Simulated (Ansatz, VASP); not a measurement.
TaGe3Ru in VASP and in Ansatz

```
Ta Ge Ru
1.0
     3.70877    0.00000    0.00000
     0.00000    3.70877    0.00000
     0.00000    0.00000    6.77877
Ta Ge Ru
1 3 1
Cartesian
  1.8544 1.8544 3.5953
  1.8544 0.0000 1.5415
  0.0000 1.8544 1.5415
  0.0000 0.0000 4.2948
  0.0000 0.0000 6.7072
```

Change from the starting cell: species swapped into the SmSiPt3 type (P4mm, No. 99).

Alike in both runs: functional PBE; k mesh 4 × 4 × 4; occupations gaussian, width 0.1 eV; no spin polarisation.

Ansatz relaxed the structure, and its values are those at the end. VASP's run is a single point on that final structure, the one shown.

|  | VASP | Ansatz |
| --- | --- | --- |
| version | VASP 6.6.1 | Ansatz 0.2.0 |
| potentials or method | VASP PAW PBE potentials, release 64 (Ta_pv, Ge_d, Ru_pv), cutoff 520 eV | scalar-relativistic, plane waves, PAW |
| valence electrons in the cell | 67 | 71 |

```csv
,VASP,Ansatz,Ansatz less VASP
gap on the k mesh at the Fermi level (eV),none,none,-
pressure (GPa),0.2,0.1,-0.11
rms of the force components (eV/Å),0.014,0.008,-0.0059
```

A gap of «none» marks a metal or a gap that the smearing closes. VASP's potentials hold 67 valence electrons a cell and Ansatz's 71, so a difference there can come from the potentials and not from the codes.

The k mesh is coarse, so the values compare programs but aren't converged. Spin-orbit coupling is off throughout.
